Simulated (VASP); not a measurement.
The system is Na.

```
CELL_PARAMETERS angstrom
-2.14100 2.14100 2.14100
2.14100 -2.14100 2.14100
2.14100 2.14100 -2.14100
ATOMIC_POSITIONS crystal
Na 0.00000 0.00000 0.00000
```

| Item | Value |
| --- | --- |
| Program | VASP 6.6.1 |
| Task | relaxation of cell and atoms |
| Functional | PBE |
| Dispersion | D4 |
| Potentials or basis | VASP PAW PBE potentials, release 64 (Na_pv) |
| Cutoff | 600 eV |
| k mesh | 9 × 9 × 9 |
| Occupations | fermi-dirac, width 0.05 eV |
| Spin | no spin polarisation |

At the start: pressure -0.5 GPa; volume 39.26 Å³/atom.

Question: How do energy, volume and symmetry change on relaxing?

Answer: Over 7 steps the energy falls by 4.2 meV/atom and the volume is 36.57 Å³/atom (-6.8 %); space group Im-3m (No. 229, to 0.05 Å).

Step by step:
```csv
step,energy change (eV),largest force (eV/Å),pressure (GPa),volume (Å³)
1,0.0000,0.0000,-0.47,39.26
2,-0.0018,0.0000,-0.34,38.60
3,-0.0029,0.0000,-0.26,38.05
4,-0.0041,0.0000,-0.20,36.95
5,-0.0019,0.0000,0.50,34.82
6,-0.0041,0.0000,0.14,36.31
7,-0.0042,0.0000,0.02,36.57
```

Final structure:
```
Na
1.0
    -2.09100    2.09100    2.09100
     2.09100   -2.09100    2.09100
     2.09100    2.09100   -2.09100
Na
1
Direct
  0.00000 0.00000 0.00000
```

Caveat: pairwise dispersion overbinds metals, which lowers pressure and volume.
